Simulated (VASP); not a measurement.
# Cd (P6_3/mmc) in VASP: single point with PBEsol

Aim: the single point of Cd with PBEsol.

Program: VASP 6.6.1. These are calculated values, not measurements. Logs are shortened: lines on timing, memory, paths and dates and some standing lists are left out, and cuts for length are marked.

### 1 The cell of the first run

Symmetry: P6_3/mmc, No. 194, hexagonal system. The conventional cell has a = 2.938 Å, b = 2.938 Å, c = 5.675 Å, α = 90.00°, β = 90.00°, γ = 120.00°. Cd (site symmetry -6m2) has 12 Cd at 2.94 to 3.31 Å within 3.9 Å.

### 2 Single point, PBEsol

Contents of INCAR:

```
PREC     = Accurate       # precision mode
ENCUT    = 520            # plane-wave cutoff, eV
EDIFF    = 1E-7           # SCF threshold, eV
ISMEAR   = -1             # smearing method
SIGMA    = 0.1            # smearing width, eV
LREAL    = F              # projectors in reciprocal space
LASPH    = T              # aspherical terms in the spheres
NELM     = 100            # most SCF steps
ALGO     = Normal         # electronic algorithm
ISIF     = 2              # what is computed and relaxed
LWAVE    = F              # write WAVECAR
LCHARG   = F              # write CHGCAR
GGA      = PS             # functional
NBANDS   = 19             # bands
```

Contents of KPOINTS:

```
regular mesh
0
Gamma
  14 14 6
```

Contents of POSCAR:

```
Cd
1.0
    2.9383123586      0.0000000000      0.0000000000
   -1.4691561793      2.5446531468      0.0000000000
    0.0000000000      0.0000000000      5.6747898827
Cd
2
Direct
    0.3333333333      0.6666666667      0.2500000000
    0.6666666667      0.3333333333      0.7500000000
```

Potentials or basis: VASP PAW PBE potentials, release 64 (Cd).

Run with:

```console
$ cat potpaw_PBE.64/Cd/POTCAR > POTCAR
$ mpirun -np 1 vasp_std > vasp.out
```

OUTCAR:

```text
PREC = Accurate
   ENCUT = 520
   EDIFF = 1E-7
   ISMEAR = -1
   LREAL = F
   LASPH = T
   NELM = 100
   ISIF = 2
   GGA = PS

 ion  position               nearest neighbor table
   1  0.333  0.667  0.250-   2 3.31   2 3.31   2 3.31   2 3.31   2 3.31   2 3.31
   2  0.667  0.333  0.750-   1 3.31   1 3.31   1 3.31   1 3.31   1 3.31   1 3.31

  LATTYP: Found a hexagonal cell.
 ALAT       =     2.9383123586
 C/A-ratio  =     1.9313092654

  Lattice vectors:

 A1 = (   2.9383123586,   0.0000000000,   0.0000000000)
 A2 = (  -1.4691561793,   2.5446531468,   0.0000000000)
 A3 = (   0.0000000000,   0.0000000000,   5.6747898827)

Analysis of symmetry for initial positions (statically):
=====================================================================
 Subroutine PRICEL returns:
 Original cell was already a primitive cell.

 Routine SETGRP: Setting up the symmetry group for a
 hexagonal supercell.

 Subroutine GETGRP returns: Found 24 space group operations
 (whereof 12 operations were pure point group operations)
 out of a pool of 24 trial point group operations.

The static configuration has the point symmetry D_3d.
 The point group associated with its full space group is D_6h.

Analysis of symmetry for dynamics (positions and initial velocities):
=====================================================================
 Subroutine PRICEL returns:
 Original cell was already a primitive cell.

 Routine SETGRP: Setting up the symmetry group for a
 hexagonal supercell.

 Subroutine GETGRP returns: Found 24 space group operations
 (whereof 12 operations were pure point group operations)
 out of a pool of 24 trial point group operations.

The dynamic configuration has the point symmetry D_3d.
 The point group associated with its full space group is D_6h.

 Subroutine INISYM returns: Found 24 space group operations
 (whereof 12 operations are pure point group operations),
 and found     1 'primitive' translations

----------------------------------------------------------------------------------------

                                     Primitive cell

  volume of cell :      42.4303

  direct lattice vectors                    reciprocal lattice vectors
     2.938312359  0.000000000  0.000000000     0.340331414  0.196490434  0.000000000
    -1.469156179  2.544653147  0.000000000     0.000000000  0.392980867  0.000000000
     0.000000000  0.000000000  5.674789883     0.000000000  0.000000000  0.176217978
[... 80 lines left out ...]
   LSORBIT =      F    spin-orbit coupling
   LASPH  =      T    aspherical Exc in radial PAW
   ENCUT  =  520.0 eV  38.22 Ry    6.18 a.u.   5.46  5.46 10.55*2*pi/ulx,y,z
   NELM   =    100;   NELMIN=  2; NELMDL= -5     # of ELM steps
   EDIFF  = 0.1E-06   stopping-criterion for ELM
   LREAL  =      F    real-space projection
   EDIFFG = 0.1E-05   stopping-criterion for IOM
   NSW    =      0    number of steps for IOM
   IBRION =     -1    ionic relax: 0-MD 1-quasi-New 2-CG
   NFREE  =      0    steps in history (QN), initial steepest desc. (CG)
   ISIF   =      2    stress and relaxation
   ISYM   =      2    0-nonsym 1-usesym 2-fastsym
   POTIM  = 0.5000    time-step for ionic-motion
   TEBEG  =    0.0;   TEEND  =   0.0 temperature during run
   PSTRESS=    0.0 pullay stress
   NELECT =      24.0000    total number of electrons
   NUPDOWN=      -1.0000    fix difference up-down
   EMIN   =  10.00;   EMAX   =-10.00  energy-range for DOS
   EFERMI =   0.00;   METHOD = LEGACY
   ISMEAR =    -1;   SIGMA  =   0.10  broadening in eV -4-tet -1-fermi 0-gaus
   EFERMI_NEDOS =   21; number of points for ismear=-14 and -15
   IALGO  =     38    algorithm
   IMIX   =      4    mixing-type and parameters
     AMIX     =   0.40;   BMIX     =  1.00
     AMIX_MAG =   1.60;   BMIX_MAG =  1.00
  volume/ion in A,a.u.               =      21.22       143.17
  Fermi-wavevector in a.u.,A,eV,Ry     =   1.353900  2.558499 24.940080  1.833044
  Thomas-Fermi vector in A             =   2.481116
   LORBIT       =      0    0 simple, 1 ext, 2 COOP (PROOUT), +10 PAW based schemes
   GGA     = PS    functional components
   LHFCALC =     F    Hartree Fock is set to
   AEXX    =    0.0000 exact exchange contribution
   IVDW    =     0    specifies the selected vdW correction
   LEPSILON=     F    determine dielectric tensor
   LRPA    =     F    only Hartree local field effects (RPA)
 non-spin polarized calculation
  energy-cutoff  :      520.00
  volume of cell :       42.43
 maximum number of plane-waves:      1186
 NGX is ok and might be reduce to    24
   NGX = 11   NGY = 11   NGZ = 21

 number of electron      23.9999996 magnetization

 Free energy of the ion-electron system (eV)
  ---------------------------------------------------
  ext. energy  EPLUGINS =         0.00000000
  ---------------------------------------------------
  free energy    TOTEN  =        -2.39325774 eV

  energy without entropy =       -2.37049276  energy(sigma->0) =       -2.38187525

 E-fermi :   2.9031     XC(G=0): -11.2959

 val. band max:        2.8906066881   @ k =   0.3571   0.2143   0.3333
 cond. band min:       2.9340919231   @ k =   0.2143   0.1429   0.0000
 fundamental gap:      0.0434852350
 Fermi energy:         2.9030950589

 k-point     1 :       0.0000    0.0000    0.0000
  band No.  band energies     occupation
      1      -7.0454      2.00000
      2      -6.8057      2.00000
      3      -6.3443      2.00000
      4      -6.3443      2.00000
      5      -6.2966      2.00000
      6      -6.2966      2.00000
[... 505 lines left out ...]
      6      -6.1009      2.00000
[... 11 lines left out ...]
     18       8.9407      0.00000
     19      10.9652      0.00000

 [... further k-points ...]

------------------------ aborting loop because EDIFF is reached ----------------------------------------

  FORCE on cell =-STRESS in cart. coord.  units (eV):
  Direction    XX          YY          ZZ          XY          YZ          ZX
  --------------------------------------------------------------------------------------
  -------------------------------------------------------------------------------------
  Total        0.1311066      0.1311066      0.0504547      0.0000000      0.0000000      0.0000000
  in kB        4.9506114      4.9506114      1.9051792      0.0000000      0.0000000      0.0000000
  external PRESSURE =       3.9354673 kB  Pullay stress =       0.0000000 kB

 VOLUME and BASIS-vectors are now :
 -----------------------------------------------------------------------------
  energy-cutoff  :      520.00
  volume of cell :       42.43
      direct lattice vectors                 reciprocal lattice vectors
     2.938312359  0.000000000  0.000000000     0.340331414  0.196490434  0.000000000
    -1.469156179  2.544653147  0.000000000     0.000000000  0.392980867  0.000000000
     0.000000000  0.000000000  5.674789883     0.000000000  0.000000000  0.176217978

 POSITION                                       TOTAL-FORCE (eV/Angst)
 -----------------------------------------------------------------------------------
     -0.00000      1.69644      1.41870        -0.000000      0.000000     -0.000000
      1.46916      0.84822      4.25609         0.000000     -0.000000      0.000000
 -----------------------------------------------------------------------------------
    total drift:                               -0.000000      0.000000      0.000000

  FREE ENERGIE OF THE ION-ELECTRON SYSTEM (eV)
  ---------------------------------------------------
  free  energy   TOTEN  =        -2.3932577419 eV

  energy  without entropy=       -2.3704927630  energy(sigma->0) =       -2.38187525
```

OSZICAR:

```text
N       E                     dE             d eps       ncg     rms          rms(c)
DAV:   1     0.175225443839E+03    0.17523E+03   -0.13157E+04  3672   0.128E+03
DAV:   2     0.141567425586E+01   -0.17381E+03   -0.16794E+03  3768   0.334E+02
DAV:   3    -0.257008501757E+01   -0.39858E+01   -0.39779E+01  4200   0.579E+01
DAV:   4    -0.257706841548E+01   -0.69834E-02   -0.69830E-02  4007   0.226E+00
DAV:   5    -0.257708957593E+01   -0.21160E-04   -0.21161E-04  3994   0.122E-01    0.466E+00
DAV:   6    -0.240724740183E+01    0.16984E+00   -0.39362E-01  3987   0.774E+00    0.368E+00
DAV:   7    -0.239505681804E+01    0.12191E-01   -0.31580E-02  4021   0.165E+00    0.196E+00
DAV:   8    -0.239322134479E+01    0.18355E-02   -0.34645E-03  3862   0.721E-01    0.960E-02
DAV:   9    -0.239323641473E+01   -0.15070E-04   -0.30917E-05  4072   0.589E-02    0.437E-02
DAV:  10    -0.239325797200E+01   -0.21557E-04   -0.15841E-05  3951   0.422E-02    0.380E-03
DAV:  11    -0.239325786878E+01    0.10322E-06   -0.10916E-07  3257   0.316E-03    0.167E-03
DAV:  12    -0.239325771788E+01    0.15090E-06   -0.11546E-08  2037   0.988E-04    0.108E-03
DAV:  13    -0.239325774189E+01   -0.24008E-07   -0.16473E-09  1947   0.442E-04
   1 F= -.23932577E+01 E0= -.23818753E+01  d E =-.227650E-01
```

stdout:

```text
POSCAR found type information on POSCAR Cd
 POSCAR found :  1 types and       2 ions
 scaLAPACK will be used
 -----------------------------------------------------------------------------
|                                                                             |
|                                                                             |
|     You enforced a specific xc type in the INCAR file but a different       |
|     I HOPE YOU KNOW WHAT YOU ARE DOING!                                     |
|                                                                             |
 -----------------------------------------------------------------------------

 LDA part: xc-table for (Slater+PW92), standard interpolation
 POSCAR, INCAR and KPOINTS ok, starting setup
 FFT: planning ... GRIDC
 FFT: planning ... GRID_SOFT
 FFT: planning ... GRID
 WAVECAR not read
 entering main loop
```

Run time: 78 s. Hardware: 1 thread of Intel Xeon Platinum 8259CL at 2.50GHz (Skylake/Cascade Lake), shared host; peak memory 0.2 GiB.

Results:

| Quantity | Value |
| --- | --- |
| Free energy | -2.3933 eV |
| Pressure | 0.4 GPa |
| Band gap on the k mesh | zero (bands 12 and 13 overlap by 4.70 eV) |

Caveat: the PAW data sets were made with another functional, which shifts forces and pressure a little.
